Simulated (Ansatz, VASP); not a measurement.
Se: VASP beside Ansatz

Contents of INCAR:

```
PREC = Accurate ; ENCUT = 600
EDIFF = 1E-6 ; ISMEAR = -1
SIGMA = 0.05 ; LREAL = F
LASPH = T ; NELM = 100
ALGO = Normal ; ISIF = 3
LWAVE = F ; LCHARG = F
GGA = RE ; IVDW = 12
IBRION = 2 ; NSW = 60
EDIFFG = -0.01
```

File KPOINTS:

```
regular mesh
0
Gamma
  7 7 6
```

File POSCAR:

```
Se
1.0
    4.3662000000      0.0000000000      0.0000000000
   -2.1831000000      3.7812401180      0.0000000000
    0.0000000000      0.0000000000      4.9536000000
Se
3
Direct
    0.7746000000      0.7746000000      0.0000000000
    0.0000000000      0.2254000000      0.6666666667
    0.2254000000      0.0000000000      0.3333333333
```

Contents of input.yaml:

```yaml
crystal:
  lattice:
    - [4.3662, 0.0, 0.0]
    - [-2.1831, 3.781240118, 0.0]
    - [0.0, 0.0, 4.9536]
  atoms:
    - { symbol: Se, position: [0.7746, 0.7746, 0.0] }
    - { symbol: Se, position: [0.0, 0.2254, 0.6666666667] }
    - { symbol: Se, position: [0.2254, 0.0, 0.3333333333] }
hamiltonian:
  xc: revpbe
  pseudopotentials: { kind: paw }
  dispersion: d3bj
kpoints:
  mp_grid: { grid: [7, 7, 6] }
scf:
  occupations: { method: fermi_dirac, width: 0.05 }
output:
  forces: true
  stress: true
  write_density: true
  write_potential: true
  elf: true
  volumetric_format: npy
relax:
  f_tol: 0.01
  max_steps: 40
  cell: { stress_tol: 0.05 }
```

Alike in both runs: task relaxation of cell and atoms; functional revPBE; dispersion D3(BJ); k mesh 7 × 7 × 6; occupations fermi-dirac, width 0.05 eV; no spin polarisation.

```csv
,VASP,Ansatz
version,VASP 6.6.1,Ansatz 0.2.0
potentials or method,"VASP PAW PBE potentials, release 64 (Se)",Ansatz PAW
plane-wave cutoff (eV),600,420
valence electrons in the cell,18,48
```

```tsv
	VASP	Ansatz	Ansatz less VASP
gap on the k mesh at the Fermi level, each at its own relaxed structure (eV)	0.89	0.89	+0.005
relaxed volume (Å³/atom)	23.39	23.36	-0.024
relaxed cell length with the largest relative difference (Å)	3.969	3.966	-0.0027
```

VASP's potentials were made for PBE, not for revPBE. VASP's potentials hold 18 valence electrons a cell and Ansatz's 48, so a difference there can come from the potentials and not from the codes.

Noted on Ansatz's run: odd divisions of the mesh miss points on the zone boundary, where band edges often lie, so the gap on the mesh can be too wide; the plane-wave basis is chosen anew once the cell has moved, so the energies of steps on either side of that aren't comparable.
